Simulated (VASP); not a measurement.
# BN (lda) (F-43m) in VASP: further runs, part 2 of 2

VASP 6.6.1. The steps go on from the part before.

### Step 4. Relaxation of cell and atoms, LDA

This run uses another cell than the first one, of 5.96 Å³/atom, 1.039 times its volume.

Contents of INCAR:

```
ALGO = Normal
EDIFF = 1E-7
EDIFFG = -0.05
ENCUT = 600
GGA = CA
GGA_COMPAT = F
IBRION = 2
ISIF = 3
ISMEAR = 0
LASPH = T
LCHARG = F
LREAL = F
LWAVE = F
NELM = 120
NELMIN = 4
NSW = 100
PREC = Accurate
SIGMA = 0.1
```

Contents of KPOINTS:

```
k-points
0
Gamma
  10 10 10
```

Contents of POSCAR:

```
BN
1.0
    0.0000000000      1.8130010000      1.8130010000
    1.8130010000      0.0000000000      1.8130010000
    1.8130010000      1.8130010000      0.0000000000
B N
1 1
Direct
    0.0000000000      0.0000000000      0.0000000000
    0.2500000000      0.2500000000      0.2500000000
```

Potentials or basis: VASP PAW LDA potentials, release 64 (B, N).

Launch:

```bash
$ cat potpaw_LDA.64/B/POTCAR potpaw_LDA.64/N/POTCAR > POTCAR
$ mpirun -np 1 vasp_std > vasp.out
```

OUTCAR:

```text
EDIFF = 1E-7
   EDIFFG = -0.05
   ENCUT = 600
   GGA = CA
   IBRION = 2
   ISIF = 3
   ISMEAR = 0
   LASPH = T
   LREAL = F
   NELM = 120
   NELMIN = 4
   NSW = 100
   PREC = Accurate

 ion  position               nearest neighbor table
   1  0.000  0.000  0.000-   2 1.57   2 1.57   2 1.57   2 1.57
   2  0.250  0.250  0.250-   1 1.57   1 1.57   1 1.57   1 1.57

  LATTYP: Found a face centered cubic cell.
 ALAT       =     3.6260020000

  Lattice vectors:

 A1 = (   0.0000000000,   1.8130010000,   1.8130010000)
 A2 = (   1.8130010000,   0.0000000000,   1.8130010000)
 A3 = (   1.8130010000,   1.8130010000,   0.0000000000)

Analysis of symmetry for initial positions (statically):
=====================================================================
 Subroutine PRICEL returns:
 Original cell was already a primitive cell.

 Routine SETGRP: Setting up the symmetry group for a
 face centered cubic supercell.

 Subroutine GETGRP returns: Found 24 space group operations
 (whereof 24 operations were pure point group operations)
 out of a pool of 48 trial point group operations.

The static configuration has the point symmetry T_d .

Analysis of symmetry for dynamics (positions and initial velocities):
=====================================================================
 Subroutine PRICEL returns:
 Original cell was already a primitive cell.

 Routine SETGRP: Setting up the symmetry group for a
 face centered cubic supercell.

 Subroutine GETGRP returns: Found 24 space group operations
 (whereof 24 operations were pure point group operations)
 out of a pool of 48 trial point group operations.

The dynamic configuration has the point symmetry T_d .

 Subroutine INISYM returns: Found 24 space group operations
 (whereof 24 operations are pure point group operations),
 and found     1 'primitive' translations

----------------------------------------------------------------------------------------

[... 129 lines left out ...]
   NGX = 11   NGY = 11   NGZ = 11

--------------------------------------- Ionic step        1  -------------------------------------------

 number of electron       8.0000000 magnetization

 Free energy of the ion-electron system (eV)
  ---------------------------------------------------
  ext. energy  EPLUGINS =         0.00000000
  ---------------------------------------------------
  free energy    TOTEN  =       -19.39912978 eV

  energy without entropy =      -19.39912978  energy(sigma->0) =      -19.39912978

------------------------ aborting loop because EDIFF is reached ----------------------------------------

  FORCE on cell =-STRESS in cart. coord.  units (eV):
  Direction    XX          YY          ZZ          XY          YZ          ZX
  --------------------------------------------------------------------------------------
  -------------------------------------------------------------------------------------
  Total       -1.0118017     -1.0118017     -1.0118017     -0.0000000      0.0000000     -0.0000000
  in kB     -136.0134531   -136.0134531   -136.0134531     -0.0000000      0.0000000     -0.0000000
  external PRESSURE =    -136.0134531 kB  Pullay stress =       0.0000000 kB
[... 59 lines left out ...]
--------------------------------------- Ionic step        3  -------------------------------------------

 number of electron       7.9999999 magnetization

 Free energy of the ion-electron system (eV)
  ---------------------------------------------------
  ext. energy  EPLUGINS =         0.00000000
  ---------------------------------------------------
  free energy    TOTEN  =       -19.41760894 eV

  energy without entropy =      -19.41760894  energy(sigma->0) =      -19.41760894

 E-fermi :   8.1485     XC(G=0): -13.2340

 val. band max:        7.7268038404   @ k =   0.0000   0.0000   0.0000
 cond. band min:      12.1022338210   @ k =   0.5000   0.5000   0.0000
 fundamental gap:      4.3754299806
 Fermi energy:         8.1485457727

 k-point     1 :       0.0000    0.0000    0.0000
  band No.  band energies     occupation
      1     -12.6487      2.00000
      2       7.7268      2.00000
      3       7.7268      2.00000
      4       7.7268      2.00000
      5      16.5367      0.00000
      6      16.5367      0.00000
      7      16.5367      0.00000
      8      18.6058      0.00000
[... 243 lines left out ...]
 k-point    24 :       0.4000    0.3000    0.0000
  band No.  band energies     occupation
      1      -8.7505      2.00000
      2       0.9074      2.00000
      3       3.0828      2.00000
      4       3.5212      2.00000
      5      13.7937      0.00000
      6      18.4372      0.00000
      7      23.4005      0.00000
      8      23.4451      0.00000

 [... further k-points ...]

------------------------ aborting loop because EDIFF is reached ----------------------------------------

  FORCE on cell =-STRESS in cart. coord.  units (eV):
  Direction    XX          YY          ZZ          XY          YZ          ZX
  --------------------------------------------------------------------------------------
  -------------------------------------------------------------------------------------
  Total       -0.0073451     -0.0073451     -0.0073451      0.0000000      0.0000000     -0.0000000
  in kB       -1.0234864     -1.0234864     -1.0234864      0.0000000      0.0000000     -0.0000000
  external PRESSURE =      -1.0234864 kB  Pullay stress =       0.0000000 kB
[... 17 lines left out ...]
  FREE ENERGIE OF THE ION-ELECTRON SYSTEM (eV)
  ---------------------------------------------------
  free  energy   TOTEN  =       -19.4176089414 eV

  energy  without entropy=      -19.4176089414  energy(sigma->0) =      -19.41760894

 reached required accuracy - stopping structural energy minimisation
```

Wall time 7.4 s (1 thread of Intel Xeon Platinum 8488C (Sapphire Rapids), shared host); peak memory 0.11 GiB.

Results:

```yaml
Free_energy: -19.4176 eV
Relaxed_volume: 5.75 Å³/atom
Relaxed_cell: a = 2.533 Å, b = 2.533 Å, c = 2.533 Å, α = 60.00°, β = 60.00°, γ = 60.00°
Space_group_after_relaxing_to_0.05_Å: F-43m (No. 216)
Energy_gained_by_relaxing: 9.2 meV/atom
Ionic_steps: 3
Pressure_after_relaxing: -0.1 GPa
Band_gap_on_the_k_mesh: 4.38 eV, indirect (least direct gap 8.81 eV)
```

Step by step:
| step | energy change (eV) | largest force (eV/Å) | pressure (GPa) | volume (Å³) |
| --- | --- | --- | --- | --- |
| 1 | 0.0000 | 0.0000 | -13.60 | 11.92 |
| 2 | 0.0027 | 0.0000 | 16.35 | 11.07 |
| 3 | -0.0185 | 0.0000 | -0.10 | 11.50 |

Final structure:
```xyz
2
Lattice="0.0000 1.7914 1.7914 1.7914 0.0000 1.7914 1.7914 1.7914 0.0000" Properties=species:S:1:pos:R:3 pbc="T T T"
B     0.0000    0.0000    0.0000
N     0.8957    0.8957    0.8957
```

A k mesh can miss the band edges. Expect the measured gap to be larger: semilocal functionals such as LDA lack the derivative discontinuity.

### Step 5. The runs side by side

```csv
task,cell,k mesh,smearing,gap on the mesh (eV),pressure (GPa)
single point,"a = 2.531 Å, angles 60.0°, 2 atoms",10 × 10 × 10,gaussian 0.1 eV,4.38,1.0
single point,"a = 2.531 Å, angles 60.0°, 2 atoms",12 × 12 × 12,gaussian 0.02 eV,4.38,1.0
relaxation of cell and atoms,"relaxed from a = 2.564 Å, angles 60.0°, 2 atoms",10 × 10 × 10,gaussian 0.1 eV,4.38,-0.1
```

Alike in all rows: level LDA; potentials or basis VASP PAW LDA potentials, release 64 (B, N); no spin polarisation; cutoff (eV) 600.

Absolute energies hang on the potentials; compare differences alone.
